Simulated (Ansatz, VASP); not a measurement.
SiC: VASP beside Ansatz

```
CELL_PARAMETERS angstrom
0.00000 2.10923 2.17805
2.10923 0.00000 2.17805
2.10923 2.10923 0.00000
ATOMIC_POSITIONS crystal
Si 0.00000 0.00000 0.00000
C 0.25000 0.25000 0.25000
```

Change from the starting cell: biaxial_xy strain -3.2%.

Alike in both runs: task single point; functional HSE06; k mesh 8 × 8 × 8; no spin polarisation.

|  | VASP | Ansatz |
| --- | --- | --- |
| version | VASP 6.6.1 | Ansatz 0.2.0 |
| potentials or method | VASP PAW PBE potentials, release 64 (Si, C) | plane waves, PAW |
| plane-wave cutoff (eV) | 520 | 420 |
| occupations | gaussian, width 0.01 eV | fixed |
| valence electrons in the cell | 8 | 8 |

|  | VASP | Ansatz | Ansatz less VASP |
| --- | --- | --- | --- |
| gap on the k mesh at the Fermi level (eV) | 2.01 | 2.00 | -0.003 |
| pressure (GPa) | 14.9 | 15.4 | +0.50 |
| traceless stress, the component that is largest in VASP (GPa) | -6.41 | -6.36 | +0.044 |

Ansatz's warnings: stress exchange threshold loose, stress scf threshold loose.
